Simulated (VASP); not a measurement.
Write the native input for VASP 6.6.1 that does the following.

| Quantity | Value |
| --- | --- |
| Task | single point |
| Functional | PBEsol |
| Potentials or basis | VASP PAW PBE potentials, release 64 (Pt, P) |
| Cutoff | 520 eV |
| k mesh | 12 × 12 × 12 |
| Occupations | gaussian, width 0.05 eV |
| Spin | no spin polarisation |
| Dipole correction | no |
| Further INCAR settings | ALGO = Normal; EDIFF = 1e-07; NBANDS = 14 |

The structure of PPt lies in POSCAR:

```
PPt
1.0
    0.0000000000      2.6861841033      2.6861841033
    2.6861841033      0.0000000000      2.6861841033
    2.6861841033      2.6861841033      0.0000000000
Pt P
1 1
Direct
    0.0000000000      0.0000000000      0.0000000000
    0.2500000000      0.2500000000      0.2500000000
```

These files were run (other wordings do the same):

INCAR

```
SYSTEM = PPt
PREC     = Accurate       ! precision mode
ENCUT    = 520            ! plane-wave cutoff, eV
EDIFF    = 1E-7           ! SCF threshold, eV
ISMEAR   = 0              ! smearing method
SIGMA    = 0.05           ! smearing width, eV
LREAL    = .False.        ! projectors in reciprocal space
LASPH    = .True.         ! aspherical terms in the spheres
NELM     = 80             ! most SCF steps
ALGO     = Normal         ! electronic algorithm
ISIF     = 2              ! what is computed and relaxed
LWAVE    = .False.        ! write WAVECAR
LCHARG   = .False.        ! write CHGCAR
GGA      = PS             ! functional
NBANDS   = 14             ! bands
```

KPOINTS

```
regular mesh
0
Gamma
  12 12 12
  0 0 0
```

Potentials or basis: VASP PAW PBE potentials, release 64 (Pt, P).

Launch:

```console
$ cat potpaw_PBE.64/Pt/POTCAR potpaw_PBE.64/P/POTCAR > POTCAR
$ mpirun -np 1 vasp_std > vasp.out
```

It gave:

```json
{
 "Pressure": "-5.5 GPa",
 "Band gap on the k mesh": "zero (an odd number of electrons rules out a gap without spin polarisation)"
}
```

Caveat: the cell stands under tension; the PAW data sets were made with another functional, which shifts forces and pressure a little; spin-orbit coupling is left out, which moves the levels of the heavy elements.

Wall time 62 s on 1 thread of Intel Xeon 8259CL, on a shared host, peak memory 0.18 GiB.
